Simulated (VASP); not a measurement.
# Ti2NbC3 (P6/mmm) in VASP: notebook

The runs below take Ti2NbC3 through single point, with PBE.

Everything below comes from runs of VASP 6.6.1. Logs are shortened: lines on timing, memory, paths and dates and some standing lists are left out, and cuts for length are marked.

## (1) The cell of the first run

The structure is hexagonal, space group P6/mmm (No. 191). Conventional cell: a = 4.793 Å, b = 4.793 Å, c = 3.241 Å, α = 90.00°, β = 90.00°, γ = 120.00°. Ti (site symmetry -6m2) has 6 C at 2.13 Å and 3 Ti at 2.77 Å within 2.8 Å. Nb (site symmetry 6/mmm) has 6 C at 2.40 Å and 12 Ti at 3.21 Å and 2 Nb at 3.24 Å within 3.3 Å. Within 2.8 Å of C (site symmetry mmm) lie 4 Ti at 2.13 Å and 2 Nb at 2.40 Å and 4 C at 2.40 Å.

The cell was built from a structure type or drawn by symmetry, and may not be a known phase.

## (2) Single point, PBE

File INCAR:

```
SYSTEM = Ti2NbC3
PREC = Accurate
ENCUT = 520
EDIFF = 1E-6
ISMEAR = 0
SIGMA = 0.1
LREAL = .FALSE.
LASPH = .TRUE.
NELM = 60
ALGO = Normal
ISIF = 2
LWAVE = .FALSE.
LCHARG = .FALSE.
GGA = PE
NBANDS = 34
```

File KPOINTS:

```
Automatic mesh
0
G
  6 6 4
  0 0 0
```

File POSCAR:

```
Ti2NbC3
1.0
    4.7929904265     -0.0000000030      0.0000000000
   -2.3964952106      4.1508514710      0.0000000000
    0.0000000000      0.0000000000      3.2413139462
Ti Nb C
2 1 3
Direct
    0.3333333333      0.6666666667      0.0000000000
    0.6666666667      0.3333333333      0.0000000000
    0.0000000000      0.0000000000      0.5000000000
    0.5000000000      0.0000000000      0.5000000000
    0.0000000000      0.5000000000      0.5000000000
    0.5000000000      0.5000000000      0.5000000000
```

Potentials or basis: VASP PAW PBE potentials, release 64 (Ti_sv, Nb_sv, C).

Command:

```bash
> cat potpaw_PBE.64/Ti_sv/POTCAR potpaw_PBE.64/Nb_sv/POTCAR potpaw_PBE.64/C/POTCAR > POTCAR
> mpirun -np 1 vasp_std > vasp.out
```

OUTCAR:

```text
SYSTEM = Ti2NbC3
   PREC = Accurate
   ENCUT = 520
   EDIFF = 1E-6
   ISMEAR = 0
   LREAL = .FALSE.
   LASPH = .TRUE.
   NELM = 60
   ISIF = 2
   GGA = PE

 ion  position               nearest neighbor table
   1  0.333  0.667  0.000-   5 2.13   5 2.13   4 2.13   4 2.13   6 2.13   6 2.13   2 2.77   2 2.77
                             2 2.77
   2  0.667  0.333  0.000-   5 2.13   5 2.13   4 2.13   4 2.13   6 2.13   6 2.13   1 2.77   1 2.77
                             1 2.77
   3  0.000  0.000  0.500-   4 2.40   4 2.40   5 2.40   5 2.40   6 2.40   6 2.40
   4  0.500  0.000  0.500-   1 2.13   2 2.13   1 2.13   2 2.13   3 2.40   3 2.40
   5  0.000  0.500  0.500-   1 2.13   2 2.13   1 2.13   2 2.13   3 2.40   3 2.40
   6  0.500  0.500  0.500-   1 2.13   2 2.13   1 2.13   2 2.13   3 2.40   3 2.40

  LATTYP: Found a hexagonal cell.
 ALAT       =     4.7929904265
 C/A-ratio  =     0.6762613020

  Lattice vectors:

 A1 = (   4.7929904265,  -0.0000000030,   0.0000000000)
 A2 = (  -2.3964952106,   4.1508514710,   0.0000000000)
 A3 = (   0.0000000000,   0.0000000000,   3.2413139462)

Analysis of symmetry for initial positions (statically):
=====================================================================
 Subroutine PRICEL returns:
 Original cell was already a primitive cell.

 Routine SETGRP: Setting up the symmetry group for a
 hexagonal supercell.

 Subroutine GETGRP returns: Found 24 space group operations
 (whereof 24 operations were pure point group operations)
 out of a pool of 24 trial point group operations.

The static configuration has the point symmetry D_6h.

Analysis of symmetry for dynamics (positions and initial velocities):
=====================================================================
 Subroutine PRICEL returns:
 Original cell was already a primitive cell.

 Routine SETGRP: Setting up the symmetry group for a
 hexagonal supercell.

 Subroutine GETGRP returns: Found 24 space group operations
 (whereof 24 operations were pure point group operations)
 out of a pool of 24 trial point group operations.

The dynamic configuration has the point symmetry D_6h.

 Subroutine INISYM returns: Found 24 space group operations
 (whereof 24 operations are pure point group operations),
 and found     1 'primitive' translations

----------------------------------------------------------------------------------------

                                     Primitive cell

  volume of cell :      64.4859

  direct lattice vectors                    reciprocal lattice vectors
     4.792990427 -0.000000003  0.000000000     0.208638013  0.120457213  0.000000000
    -2.396495211  4.150851471  0.000000000     0.000000000  0.240914426  0.000000000
     0.000000000  0.000000000  3.241313946     0.000000000  0.000000000  0.308516860

  length of vectors
     4.792990427  4.792990427  3.241313946     0.240914426  0.240914426  0.308516860

  position of ions in fractional coordinates (direct lattice)
     0.333333333  0.666666667  0.000000000
     0.666666667  0.333333333  0.000000000
     0.000000000  0.000000000  0.500000000
     0.500000000  0.000000000  0.500000000
     0.000000000  0.500000000  0.500000000
     0.500000000  0.500000000  0.500000000

  ion indices of the primitive-cell ions
   primitive index   ion index
                 1           1
                 2           2
                 3           3
                 4           4
                 5           5
                 6           6

----------------------------------------------------------------------------------------

 KPOINTS: Automatic mesh

Automatic generation of k-mesh.
 Grid dimensions read from file:
 generate k-points for:    6    6    4

 Generating k-lattice:

  Cartesian coordinates                     Fractional coordinates (reciprocal lattice)
     0.034773002  0.020076202  0.000000000     0.166666667  0.000000000  0.000000000
     0.000000000  0.040152404  0.000000000     0.000000000  0.166666667  0.000000000
     0.000000000  0.000000000  0.077129215     0.000000000  0.000000000  0.250000000

  Length of vectors
     0.040152404  0.040152404  0.077129215

  Shift w.r.t. Gamma in fractional coordinates (k-lattice)
     0.000000000  0.000000000  0.000000000

 Subroutine IBZKPT returns following result:
 ===========================================

 Found     21 irreducible k-points:

 Following reciprocal coordinates:
            Coordinates               Weight
  0.000000  0.000000  0.000000      1.000000
  0.166667  0.000000  0.000000      6.000000
  0.333333  0.000000  0.000000      6.000000
  0.500000  0.000000  0.000000      3.000000
  0.166667  0.166667  0.000000      6.000000
  0.333333  0.166667  0.000000     12.000000
[... 13 lines left out ...]
  0.333333  0.166667  0.500000     12.000000
  0.333333  0.333333  0.500000      2.000000
   k-points           NKPTS =     21   k-points in BZ     NKDIM =     21   number of bands    NBANDS=     34
   number of dos      NEDOS =    301   number of ions     NIONS =      6
   total plane-waves  NPLWV =  31104
   dimension x,y,z NGX =    36 NGY =   36 NGZ =   24
   dimension x,y,z NGXF=    72 NGYF=   72 NGZF=   48
   ions per type =               2   1   3
   NGX,Y,Z   is equivalent  to a cutoff of  12.49, 12.49, 12.31 a.u.
   NGXF,Y,Z  is equivalent  to a cutoff of  24.97, 24.97, 24.62 a.u.
 SYSTEM =  Ti2NbC3
   PREC   = accura    normal or accurate (medium, high low for compatibility)
   ISTART =      0    job   : 0-new  1-cont  2-samecut
   ICHARG =      2    charge: 1-file 2-atom 10-const
   ISPIN  =      1    spin polarized calculation?
   LNONCOLLINEAR =      F non collinear calculations
   LSORBIT =      F    spin-orbit coupling
   LASPH  =      T    aspherical Exc in radial PAW
   ENCUT  =  520.0 eV  38.22 Ry    6.18 a.u.   8.91  8.91  6.03*2*pi/ulx,y,z
   NELM   =     60;   NELMIN=  2; NELMDL= -5     # of ELM steps
   EDIFF  = 0.1E-05   stopping-criterion for ELM
   LREAL  =      F    real-space projection
   EDIFFG = 0.1E-04   stopping-criterion for IOM
   NSW    =      0    number of steps for IOM
   IBRION =     -1    ionic relax: 0-MD 1-quasi-New 2-CG
   NFREE  =      0    steps in history (QN), initial steepest desc. (CG)
   ISIF   =      2    stress and relaxation
   ISYM   =      2    0-nonsym 1-usesym 2-fastsym
   POTIM  = 0.5000    time-step for ionic-motion
   TEBEG  =    0.0;   TEEND  =   0.0 temperature during run
   PSTRESS=    0.0 pullay stress
   NELECT =      49.0000    total number of electrons
   NUPDOWN=      -1.0000    fix difference up-down
   EMIN   =  10.00;   EMAX   =-10.00  energy-range for DOS
   EFERMI =   0.00;   METHOD = LEGACY
   ISMEAR =     0;   SIGMA  =   0.10  broadening in eV -4-tet -1-fermi 0-gaus
   EFERMI_NEDOS =   21; number of points for ismear=-14 and -15
   IALGO  =     38    algorithm
   IMIX   =      4    mixing-type and parameters
     AMIX     =   0.40;   BMIX     =  1.00
     AMIX_MAG =   1.60;   BMIX_MAG =  1.00
  volume/ion in A,a.u.               =      10.75        72.53
  Fermi-wavevector in a.u.,A,eV,Ry     =   1.493890  2.823042 30.364215  2.231707
  Thomas-Fermi vector in A             =   2.606233
   LORBIT       =      0    0 simple, 1 ext, 2 COOP (PROOUT), +10 PAW based schemes
   GGA     = PE    functional components
   LHFCALC =     F    Hartree Fock is set to
   AEXX    =    0.0000 exact exchange contribution
   IVDW    =     0    specifies the selected vdW correction
   LEPSILON=     F    determine dielectric tensor
   LRPA    =     F    only Hartree local field effects (RPA)
 non-spin polarized calculation
 Gauss-broadening in eV      SIGMA  =   0.10
  energy-cutoff  :      520.00
  volume of cell :       64.49
 maximum number of plane-waves:      1752
 NGX is ok and might be reduce to    36
   NGX = 17   NGY = 17   NGZ = 13

 number of electron      49.0000002 magnetization

 Free energy of the ion-electron system (eV)
  ---------------------------------------------------
  ext. energy  EPLUGINS =         0.00000000
  ---------------------------------------------------
  free energy    TOTEN  =       -54.22114670 eV

  energy without entropy =      -54.21502808  energy(sigma->0) =      -54.21808739

 E-fermi :  10.3780     XC(G=0): -12.7244

 val. band max:       10.2705770515   @ k =   0.3333   0.0000   0.2500
 cond. band min:      10.4620682626   @ k =   0.1667   0.0000   0.2500
 fundamental gap:      0.1914912111
 Fermi energy:        10.3780290683

 k-point     1 :       0.0000    0.0000    0.0000
  band No.  band energies     occupation
      1     -46.2429      2.00000
      2     -46.1261      2.00000
      3     -45.1400      2.00000
      4     -22.7094      2.00000
      5     -22.7094      2.00000
      6     -22.5480      2.00000
[... 26 lines left out ...]
     33      13.9210      0.00000
     34      13.9210      0.00000

 k-point     2 :       0.1667    0.0000    0.0000
  band No.  band energies     occupation
      1     -46.2359      2.00000
      2     -46.1329      2.00000
      3     -45.1404      2.00000
      4     -22.7251      2.00000
      5     -22.6955      2.00000
      6     -22.5387      2.00000
[... 26 lines left out ...]
     33      13.6634      0.00000
     34      14.5103      0.00000

 k-point     3 :       0.3333    0.0000    0.0000
  band No.  band energies     occupation
      1     -46.2177      2.00000
      2     -46.1507      2.00000
      3     -45.1411      2.00000
      4     -22.7535      2.00000
      5     -22.6496      2.00000
      6     -22.5151      2.00000
[... 26 lines left out ...]
     33      14.2774      0.00000
     34      14.2899      0.00000

 k-point     4 :       0.5000    0.0000    0.0000
  band No.  band energies     occupation
      1     -46.2032      2.00000
      2     -46.1649      2.00000
      3     -45.1415      2.00000
      4     -22.7665      2.00000
      5     -22.6089      2.00000
      6     -22.4964      2.00000
[... 26 lines left out ...]
     33      13.5987      0.00000
     34      14.3453      0.00000

 k-point     5 :       0.1667    0.1667    0.0000
  band No.  band energies     occupation
      1     -46.2230      2.00000
      2     -46.1454      2.00000
      3     -45.1409      2.00000
      4     -22.7441      2.00000
      5     -22.6655      2.00000
      6     -22.5220      2.00000
[... 510 lines left out ...]
 k-point    19 :       0.1667    0.1667    0.5000
  band No.  band energies     occupation
      1     -46.2068      2.00000
      2     -46.1304      2.00000
      3     -45.1200      2.00000
      4     -22.7615      2.00000
      5     -22.7067      2.00000
      6     -22.6333      2.00000
[... 26 lines left out ...]
     33      14.1838      0.00000
     34      14.6100      0.00000

 k-point    20 :       0.3333    0.1667    0.5000
  band No.  band energies     occupation
      1     -46.1878      2.00000
      2     -46.1496      2.00000
      3     -45.1199      2.00000
      4     -22.7389      2.00000
      5     -22.7265      2.00000
      6     -22.6658      2.00000
[... 26 lines left out ...]
     33      14.6585      0.00000
     34      14.7006      0.00000

 k-point    21 :       0.3333    0.3333    0.5000
  band No.  band energies     occupation
      1     -46.1687      2.00000
      2     -46.1687      2.00000
      3     -45.1199      2.00000
      4     -22.7417      2.00000
      5     -22.7042      2.00000
      6     -22.7042      2.00000
[... 26 lines left out ...]
     33      14.4215      0.00000
     34      15.7985      0.00000

------------------------ aborting loop because EDIFF is reached ----------------------------------------

  FORCE on cell =-STRESS in cart. coord.  units (eV):
  Direction    XX          YY          ZZ          XY          YZ          ZX
  --------------------------------------------------------------------------------------
  -------------------------------------------------------------------------------------
  Total        0.0045141      0.0045141      0.0443481      0.0000000     -0.0000000      0.0000000
  in kB        0.1121555      0.1121555      1.1018461      0.0000000     -0.0000000      0.0000000
  external PRESSURE =       0.4420524 kB  Pullay stress =       0.0000000 kB

 VOLUME and BASIS-vectors are now :
 -----------------------------------------------------------------------------
  energy-cutoff  :      520.00
  volume of cell :       64.49
      direct lattice vectors                 reciprocal lattice vectors
     4.792990427 -0.000000003  0.000000000     0.208638013  0.120457213  0.000000000
    -2.396495211  4.150851471  0.000000000     0.000000000  0.240914426  0.000000000
     0.000000000  0.000000000  3.241313946     0.000000000  0.000000000  0.308516860

 POSITION                                       TOTAL-FORCE (eV/Angst)
 -----------------------------------------------------------------------------------
      0.00000      2.76723      0.00000        -0.000000      0.000000      0.000000
      2.39650      1.38362      0.00000         0.000000     -0.000000     -0.000000
      0.00000      0.00000      1.62066         0.000000      0.000000      0.000000
      2.39650     -0.00000      1.62066         0.000000      0.000000      0.000000
     -1.19825      2.07543      1.62066         0.000000      0.000000      0.000000
      1.19825      2.07543      1.62066         0.000000      0.000000      0.000000
 -----------------------------------------------------------------------------------
    total drift:                               -0.000000      0.000000      0.000000

  FREE ENERGIE OF THE ION-ELECTRON SYSTEM (eV)
  ---------------------------------------------------
  free  energy   TOTEN  =       -54.2211467016 eV

  energy  without entropy=      -54.2150280755  energy(sigma->0) =      -54.21808739
```

Run time: 57 s. Hardware: 1 thread of Intel Xeon 8259CL, shared host; peak memory 0.2 GiB.

What came out:

* Free energy: -54.2211 eV
* Pressure: 0.0 GPa
* Band gap on the k mesh: zero (an odd number of electrons rules out a gap without spin polarisation)

Levels at points of the mesh, in eV from the Fermi level:
```
           k point  band 21  band 22  band 23  band 24  band 25  band 26  band 27  band 28
(0.00, 0.00, 0.00)    -3.29    -1.42     0.21     0.32     0.32     0.50     0.50     1.57
(0.50, 0.00, 0.00)    -2.80    -2.78    -2.36    -2.25     1.56     1.65     1.78     2.06
(0.00, 0.00, 0.50)    -2.84    -2.41    -2.41     1.00     1.78     1.78     1.87     1.87
(0.50, 0.00, 0.50)    -2.43    -1.83    -1.52    -0.94    -0.68     0.35     0.86     1.85
```

Caveat: the k points lie up to 0.48 Å⁻¹ apart, too coarse for converged energies and pressures of a metal.

## (3) Single point, PBE

This run uses another cell than the first one, of 10.78 Å³/atom.

File INCAR:

```
  PREC = Accurate
  ENCUT = 520
  EDIFF = 1E-7
  ISMEAR = 0
  SIGMA = 0.1
  LREAL = False
  LASPH = True
  NELM = 100
  ALGO = Normal
  ISIF = 2
  LWAVE = False
  LCHARG = False
  GGA = PE
  NBANDS = 34
```

File KPOINTS:

```
Automatic mesh
0
Gamma
  6 6 6
```

POSCAR, as its differences from that of step 2:

```diff
@@ -2,5 +2,5 @@
 1.0
-    4.7929904265     -0.0000000030      0.0000000000
-   -2.3964952106      4.1508514710      0.0000000000
-    0.0000000000      0.0000000000      3.2413139462
+    4.8129194590      0.0000000000      0.0000000000
+   -2.4064597295      4.1681105178      0.0000000000
+    0.0000000000      0.0000000000      3.2241463215
 Ti Nb C
```

Potentials or basis: VASP PAW PBE potentials, release 64 (Ti_sv, Nb_sv, C).

Command:

```bash
> cat potpaw_PBE.64/Ti_sv/POTCAR potpaw_PBE.64/Nb_sv/POTCAR potpaw_PBE.64/C/POTCAR > POTCAR
> mpirun -np 1 vasp_std > vasp.out
```

It took 1.9 min on 1 thread of Intel Xeon 8259CL, shared host; peak memory 0.21 GiB.

It converged, with:

- Free energy: -54.1484 eV
- Pressure: 0.0 GPa
- Band gap on the k mesh: zero (an odd number of electrons rules out a gap without spin polarisation)

Stress tensor (GPa, compression positive):
```
-0.09  0.00  0.00
 0.00 -0.09  0.00
 0.00  0.00  0.20
```

Levels at points of the mesh, in eV from the Fermi level:
```
           k point  band 22  band 23  band 24  band 25  band 26  band 27
(0.00, 0.00, 0.00)    -1.39     0.08     0.31     0.31     0.43     0.43
(0.50, 0.00, 0.00)    -2.77    -2.45    -2.34     1.48     1.60     1.73
(0.00, 0.00, 0.50)    -2.48    -2.48     1.02     1.65     1.65     1.81
(0.50, 0.00, 0.50)    -1.91    -1.59    -0.99    -0.73     0.23     0.77
```

## (4) Single point, PBE

This run uses another cell than the first one, of 16.56 Å³/atom.

File INCAR:

```
SYSTEM = Ti2NbC3
PREC = Accurate ; ENCUT = 520
EDIFF = 1E-7 ; ISMEAR = 0
SIGMA = 0.1 ; LREAL = .False.
LASPH = .True. ; NELM = 60
ALGO = Normal ; ISIF = 2
LWAVE = .False. ; LCHARG = .False.
GGA = PE ; NBANDS = 34
```

File KPOINTS:

```
regular mesh
0
Gamma
  6 6 4
  0 0 0
```

File POSCAR:

```
Ti2NbC3
1.0
    4.5445491900      0.0000000000      0.0000000000
   -2.2722745900      3.9356950400      0.0000000000
    0.0000000000      0.0000000000      5.5540642900
Ti Nb C
2 1 3
Direct
    0.3333333300      0.6666666700      0.0000000000
    0.6666666700      0.3333333300      0.0000000000
    0.0000000000      0.0000000000      0.5000000000
    0.5000000000      0.0000000000      0.5000000000
    0.0000000000      0.5000000000      0.5000000000
    0.5000000000      0.5000000000      0.5000000000
```

Command:

```bash
> cat potpaw_PBE.64/Ti_sv/POTCAR potpaw_PBE.64/Nb_sv/POTCAR potpaw_PBE.64/C/POTCAR > POTCAR
> mpirun -np 1 vasp_std > vasp.out
```

It took 3.5 min on 1 thread of Intel Xeon 8259CL, shared host; peak memory 0.26 GiB.

The run converged. Its results:

```
Free energy            : -43.1467 eV
Pressure               : -22.6 GPa
Band gap on the k mesh : zero (an odd number of electrons rules out a gap without spin polarisation)
```

Stress tensor (GPa, compression positive):
```
-14.97   0.00   0.00
  0.00 -14.97   0.00
  0.00   0.00 -37.79
```

Levels at points of the mesh, in eV from the Fermi level:
| k point | band 20 | band 21 | band 22 | band 23 | band 24 | band 25 | band 26 | band 27 | band 28 | band 29 |
| --- | --- | --- | --- | --- | --- | --- | --- | --- | --- | --- |
| (0.00, 0.00, 0.00) | -2.76 | -0.99 | -0.99 | 0.00 | 0.00 | 0.21 | 0.63 | 0.63 | 0.67 | 0.67 |
| (0.50, 0.00, 0.00) | -2.10 | -1.64 | -0.81 | -0.48 | -0.33 | 0.16 | 0.42 | 1.03 | 1.10 | 1.30 |
| (0.00, 0.00, 0.50) | -1.66 | -0.45 | -0.45 | -0.21 | -0.19 | -0.19 | 0.33 | 0.33 | 1.39 | 1.39 |
| (0.50, 0.00, 0.50) | -1.47 | -0.98 | -0.79 | -0.34 | -0.24 | 0.00 | 0.20 | 0.31 | 0.57 | 0.77 |

Caveat: the cell stands under tension.

## (5) Overview

| cell | k mesh | gap on the mesh (eV) | pressure (GPa) |
| --- | --- | --- | --- |
| a = 4.793, b = 4.793, c = 3.241 Å, angles 90.0, 90.0, 120.0°, 6 atoms | 6 × 6 × 4 | none | 0.0 |
| a = 4.813, b = 4.813, c = 3.224 Å, angles 90.0, 90.0, 120.0°, 6 atoms | 6 × 6 × 6 | none | 0.0 |
| a = 4.545, b = 4.545, c = 5.554 Å, angles 90.0, 90.0, 120.0°, 6 atoms | 6 × 6 × 4 | none | -22.6 |

Alike in all rows: task single point; level PBE; potentials or basis VASP PAW PBE potentials, release 64 (Ti_sv, Nb_sv, C); no spin polarisation; cutoff (eV) 520; smearing gaussian 0.1 eV.

Caveats: some runs use coarse meshes; the cell stands under tension (at least some runs).

Total energies depend on the potentials used, so only differences within one code and one set of settings carry meaning.
